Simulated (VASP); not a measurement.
# CoO (R-3m) in VASP: single point with PBEsol

Aim: the single point of CoO with PBEsol.

All numbers are computed with VASP 6.6.1; they aren't measurements. Logs are shortened: lines on timing, memory, paths and dates and some standing lists are left out, and cuts for length are marked.

### Step 1. The cell of the first run

The structure is trigonal, space group R-3m (No. 166). Conventional cell: a = 3.011 Å, b = 3.011 Å, c = 7.320 Å, α = 90.00°, β = 90.00°, γ = 120.00°. Within 2.8 Å of Co (site symmetry -3m) lie 6 O at 2.12 Å. Within 2.8 Å of O (site symmetry -3m) lie 6 Co at 2.12 Å.

### Step 2. Single point, PBEsol, collinear spin, ferromagnetic start

Input file INCAR:

```
ALGO     = Normal         # electronic algorithm
EDIFF    = 1E-6           # SCF threshold, eV
ENCUT    = 520            # plane-wave cutoff, eV
GGA      = PS             # functional
ISIF     = 2              # what is computed and relaxed
ISMEAR   = 0              # smearing method
ISPIN    = 2              # spin polarisation
LASPH    = True           # aspherical terms in the spheres
LCHARG   = False          # write CHGCAR
LMAXMIX  = 4              # l up to which the mixer works
LORBIT   = 11             # projections on sites
LREAL    = False          # projectors in reciprocal space
LWAVE    = False          # write WAVECAR
MAGMOM   = 3 1            # initial moments
NBANDS   = 18             # bands
NELM     = 150            # most SCF steps
PREC     = Accurate       # precision mode
SIGMA    = 0.1            # smearing width, eV
```

Input file KPOINTS:

```
k-points
0
Gamma
  9 9 9
```

Input file POSCAR:

```
CoO
1.0
    1.5054695445      0.8691832468      2.4399269062
   -1.5054695445      0.8691832468      2.4399269062
    0.0000000000     -1.7383664936      2.4399269062
Co O
1 1
Direct
    0.0000000000      0.0000000000      0.0000000000
    0.5000000000      0.5000000000      0.5000000000
```

Potentials or basis: VASP PAW PBE potentials, release 64 (Co, O).

The run is started by

```bash
$ cat potpaw_PBE.64/Co/POTCAR potpaw_PBE.64/O/POTCAR > POTCAR
$ mpirun -np 1 vasp_std > vasp.out
```

OUTCAR:

```text
EDIFF = 1E-6
   ENCUT = 520
   GGA = PS
   ISIF = 2
   ISMEAR = 0
   ISPIN = 2
   LASPH = True
   LORBIT = 11
   LREAL = False
   NELM = 150
   PREC = Accurate

 ion  position               nearest neighbor table
   1  0.000  0.000  0.000-   2 2.12   2 2.12   2 2.12   2 2.12   2 2.12   2 2.12
   2  0.500  0.500  0.500-   1 2.12   1 2.12   1 2.12   1 2.12   1 2.12   1 2.12

  LATTYP: Found a trigonal (rhomboedric) cell.
 ALAT       =     2.9958573687
 COS(alpha) =     0.4949531368

  Lattice vectors:

 A1 = (   1.5054695445,   0.8691832468,   2.4399269062)
 A2 = (  -1.5054695445,   0.8691832468,   2.4399269062)
 A3 = (   0.0000000000,  -1.7383664936,   2.4399269062)

Analysis of symmetry for initial positions (statically):
=====================================================================
 Subroutine PRICEL returns:
 Original cell was already a primitive cell.

 Routine SETGRP: Setting up the symmetry group for a
 trigonal (rhombohedral) supercell.

 Subroutine GETGRP returns: Found 12 space group operations
 (whereof 12 operations were pure point group operations)
 out of a pool of 12 trial point group operations.

The static configuration has the point symmetry D_3d.

Analysis of symmetry for dynamics (positions and initial velocities):
=====================================================================
 Subroutine PRICEL returns:
 Original cell was already a primitive cell.

 Routine SETGRP: Setting up the symmetry group for a
 trigonal (rhombohedral) supercell.

 Subroutine GETGRP returns: Found 12 space group operations
 (whereof 12 operations were pure point group operations)
 out of a pool of 12 trial point group operations.

The dynamic configuration has the point symmetry D_3d.

Analysis of structural, dynamic, and magnetic symmetry:
=====================================================================
 Subroutine PRICEL returns:
 Original cell was already a primitive cell.

 Routine SETGRP: Setting up the symmetry group for a
 trigonal (rhombohedral) supercell.

 Subroutine GETGRP returns: Found 12 space group operations
 (whereof 12 operations were pure point group operations)
 out of a pool of 12 trial point group operations.

The overall configuration has the point symmetry D_3d.

 Subroutine INISYM returns: Found 12 space group operations
 (whereof 12 operations are pure point group operations),
 and found     1 'primitive' translations

----------------------------------------------------------------------------------------

                                     Primitive cell

  volume of cell :      19.1563

  direct lattice vectors                    reciprocal lattice vectors
     1.505469544  0.869183247  2.439926906     0.332122295  0.191750896  0.136616114
    -1.505469544  0.869183247  2.439926906    -0.332122295  0.191750896  0.136616114
     0.000000000 -1.738366494  2.439926906     0.000000000 -0.383501793  0.136616114

  length of vectors
     2.995857369  2.995857369  2.995857369     0.407108816  0.407108816  0.407108816

  position of ions in fractional coordinates (direct lattice)
     0.000000000  0.000000000  0.000000000
     0.500000000  0.500000000  0.500000000

  ion indices of the primitive-cell ions
   primitive index   ion index
                 1           1
                 2           2

----------------------------------------------------------------------------------------

 KPOINTS: k-points

Automatic generation of k-mesh.
 Grid dimensions read from file:
 generate k-points for:    9    9    9

 Generating k-lattice:

  Cartesian coordinates                     Fractional coordinates (reciprocal lattice)
     0.036902477  0.021305655  0.015179568     0.111111111  0.000000000  0.000000000
    -0.036902477  0.021305655  0.015179568     0.000000000  0.111111111  0.000000000
     0.000000000 -0.042611310  0.015179568     0.000000000  0.000000000  0.111111111

  Length of vectors
     0.045234313  0.045234313  0.045234313

  Shift w.r.t. Gamma in fractional coordinates (k-lattice)
     0.000000000  0.000000000  0.000000000

 Subroutine IBZKPT returns following result:
 ===========================================

 Found     85 irreducible k-points:

 Following reciprocal coordinates:
            Coordinates               Weight
  0.000000  0.000000  0.000000      1.000000
  0.111111  0.000000 -0.000000      6.000000
  0.222222  0.000000  0.000000      6.000000
  0.333333  0.000000  0.000000      6.000000
  0.444444  0.000000  0.000000      6.000000
  0.111111  0.111111 -0.000000      6.000000
[... 16 lines left out ...]
 -0.333333  0.333333  0.000000      6.000000
  0.444444  0.444444  0.000000      6.000000
 [... further k-points ...]
   k-points           NKPTS =     85   k-points in BZ     NKDIM =     85   number of bands    NBANDS=     18
   number of dos      NEDOS =    301   number of ions     NIONS =      2
   total plane-waves  NPLWV =  13824
   dimension x,y,z NGX =    24 NGY =   24 NGZ =   24
   dimension x,y,z NGXF=    48 NGYF=   48 NGZF=   48
   ions per type =               1   1
   NGX,Y,Z   is equivalent  to a cutoff of  13.32, 13.32, 13.32 a.u.
   NGXF,Y,Z  is equivalent  to a cutoff of  26.64, 26.64, 26.64 a.u.
 SYSTEM =  unknown system
   PREC   = accura    normal or accurate (medium, high low for compatibility)
   ISTART =      0    job   : 0-new  1-cont  2-samecut
   ICHARG =      2    charge: 1-file 2-atom 10-const
   ISPIN  =      2    spin polarized calculation?
   LNONCOLLINEAR =      F non collinear calculations
   LSORBIT =      F    spin-orbit coupling
   LASPH  =      T    aspherical Exc in radial PAW
   ENCUT  =  520.0 eV  38.22 Ry    6.18 a.u.   5.57  5.57  5.57*2*pi/ulx,y,z
   NELM   =    150;   NELMIN=  2; NELMDL= -5     # of ELM steps
   EDIFF  = 0.1E-05   stopping-criterion for ELM
   LREAL  =      F    real-space projection
   EDIFFG = 0.1E-04   stopping-criterion for IOM
   NSW    =      0    number of steps for IOM
   IBRION =     -1    ionic relax: 0-MD 1-quasi-New 2-CG
   NFREE  =      0    steps in history (QN), initial steepest desc. (CG)
   ISIF   =      2    stress and relaxation
   ISYM   =      2    0-nonsym 1-usesym 2-fastsym
   POTIM  = 0.5000    time-step for ionic-motion
   TEBEG  =    0.0;   TEEND  =   0.0 temperature during run
   PSTRESS=    0.0 pullay stress
   NELECT =      15.0000    total number of electrons
   NUPDOWN=      -1.0000    fix difference up-down
   EMIN   =  10.00;   EMAX   =-10.00  energy-range for DOS
   EFERMI =   0.00;   METHOD = LEGACY
   ISMEAR =     0;   SIGMA  =   0.10  broadening in eV -4-tet -1-fermi 0-gaus
   EFERMI_NEDOS =   21; number of points for ismear=-14 and -15
   IALGO  =     38    algorithm
   IMIX   =      4    mixing-type and parameters
     AMIX     =   0.40;   BMIX     =  1.00
     AMIX_MAG =   1.60;   BMIX_MAG =  1.00
  volume/ion in A,a.u.               =       9.58        64.64
  Fermi-wavevector in a.u.,A,eV,Ry     =   1.508927  2.851458 30.978555  2.276860
  Thomas-Fermi vector in A             =   2.619316
   LORBIT       =     11    0 simple, 1 ext, 2 COOP (PROOUT), +10 PAW based schemes
   GGA     = PS    functional components
   LHFCALC =     F    Hartree Fock is set to
   AEXX    =    0.0000 exact exchange contribution
   IVDW    =     0    specifies the selected vdW correction
   LEPSILON=     F    determine dielectric tensor
   LRPA    =     F    only Hartree local field effects (RPA)
 spin polarized calculation
 Gauss-broadening in eV      SIGMA  =   0.10
  energy-cutoff  :      520.00
  volume of cell :       19.16
 maximum number of plane-waves:       534
 NGX is ok and might be reduce to    24
   NGX = 11   NGY = 11   NGZ = 11

 number of electron      15.0000005 magnetization       2.8992597

 Free energy of the ion-electron system (eV)
  ---------------------------------------------------
  ext. energy  EPLUGINS =         0.00000000
  ---------------------------------------------------
  free energy    TOTEN  =       -13.96581317 eV

  energy without entropy =      -13.94542106  energy(sigma->0) =      -13.95561711

 E-fermi :   7.9468     XC(G=0): -12.7115

 val. band max:        7.9431468541   @ k =  -0.2222   0.2222   0.2222
 cond. band min:       7.9491476618   @ k =   0.4444   0.1111   0.1111
 fundamental gap:      0.0060008078
 Fermi energy:         7.9467619631

 spin component 1

 k-point     1 :       0.0000    0.0000    0.0000
  band No.  band energies     occupation
      1     -12.3620      1.00000
      2       4.6654      1.00000
      3       4.6654      1.00000
      4       4.6689      1.00000
      5       4.6689      1.00000
      6       4.7176      1.00000
[... 10 lines left out ...]
     17      29.4665      0.00000
     18      32.7725      0.00000
[... 463 lines left out ...]
 k-point    24 :       0.4444    0.4444    0.0000
  band No.  band energies     occupation
      1     -11.0948      1.00000
      2       0.8770      1.00000
      3       3.4133      1.00000
      4       3.4672      1.00000
      5       3.9370      1.00000
      6       5.0162      1.00000
[... 10 lines left out ...]
     17      39.2407      0.00000
     18      39.2823      0.00000

 [... further k-points ...]

 spin component 2

 k-point     1 :       0.0000    0.0000    0.0000
  band No.  band energies     occupation
      1     -11.8368      1.00000
      2       5.2623      1.00000
      3       5.2623      1.00000
      4       5.3169      1.00000
      5       6.8110      1.00000
      6       6.8110      1.00000
[... 10 lines left out ...]
     17      30.4091      0.00000
     18      33.5878      0.00000
[... 463 lines left out ...]
 k-point    24 :       0.4444    0.4444    0.0000
  band No.  band energies     occupation
      1     -10.4927      1.00000
      2       1.3627      1.00000
      3       3.9803      1.00000
      4       4.0386      1.00000
      5       5.6801      1.00000
      6       8.1005      0.01487
[... 10 lines left out ...]
     17      39.4115      0.00000
     18      39.4532      0.00000

 [... further k-points ...]

------------------------ aborting loop because EDIFF is reached ----------------------------------------

  FORCE on cell =-STRESS in cart. coord.  units (eV):
  Direction    XX          YY          ZZ          XY          YZ          ZX
  --------------------------------------------------------------------------------------
  -------------------------------------------------------------------------------------
  Total       -1.1699460     -1.1699460     -1.2192877      0.0000000      0.0000000     -0.0000000
  in kB      -97.8509430    -97.8509430   -101.9777396      0.0000000      0.0000000     -0.0000000
  external PRESSURE =     -99.2265419 kB  Pullay stress =       0.0000000 kB

 VOLUME and BASIS-vectors are now :
 -----------------------------------------------------------------------------
  energy-cutoff  :      520.00
  volume of cell :       19.16
      direct lattice vectors                 reciprocal lattice vectors
     1.505469544  0.869183247  2.439926906     0.332122295  0.191750896  0.136616114
    -1.505469544  0.869183247  2.439926906    -0.332122295  0.191750896  0.136616114
     0.000000000 -1.738366494  2.439926906     0.000000000 -0.383501793  0.136616114

 POSITION                                       TOTAL-FORCE (eV/Angst)
 -----------------------------------------------------------------------------------
      0.00000      0.00000      0.00000        -0.000000     -0.000000     -0.000000
      0.00000      0.00000      3.65989         0.000000      0.000000      0.000000
 -----------------------------------------------------------------------------------
    total drift:                               -0.000000      0.000000     -0.000000

  FREE ENERGIE OF THE ION-ELECTRON SYSTEM (eV)
  ---------------------------------------------------
  free  energy   TOTEN  =       -13.9658131732 eV

  energy  without entropy=      -13.9454210567  energy(sigma->0) =      -13.95561711

 total charge

# of ion       s       p       d       tot
------------------------------------------
    1        0.299   0.367   7.153   7.819
    2        1.551   3.401   0.000   4.952
--------------------------------------------------
tot          1.850   3.768   7.153  12.771

 magnetization (x)

# of ion       s       p       d       tot
------------------------------------------
    1        0.020   0.018   2.502   2.540
    2        0.029   0.277   0.000   0.307
--------------------------------------------------
tot          0.050   0.295   2.502   2.846
```

It took 79 s on 1 thread of AMD EPYC 7R13, shared host; peak memory 0.15 GiB.

What came out:

```yaml
Free_energy: -13.9658 eV
Pressure: -9.9 GPa
Net_moment: 2.90 μB per cell
Site_moments: Co +2.54; O +0.31 μB
Valence_electrons_inside_the_program's_atomic_spheres: Co 7.82; O 4.95
```

Levels at points of the mesh, in eV from the Fermi level:
Spin up:
```
           k point  band 7  band 8  band 9  band 10  band 11  band 12
(0.00, 0.00, 0.00)   -3.16   -3.16   -3.12     0.89    16.59    17.91
```
Spin down:
```
           k point  band 2  band 3  band 4  band 5  band 6  band 7  band 8  band 9  band 10  band 11
(0.00, 0.00, 0.00)   -2.68   -2.68   -2.63   -1.14   -1.14   -1.11   -0.15   -0.15     1.44    16.54
```

Caveat: the cell stands under tension; the PAW data sets were made with another functional, which shifts forces and pressure a little; a cell with one magnetic atom can't hold antiferromagnetic order, which such compounds often take; semilocal functionals often make such compounds metallic where correlation or magnetic order opens a gap, which also shifts bond lengths. With open d or f shells a metallic result of PBEsol can be an artefact of self-interaction; +U or a hybrid may open a gap.
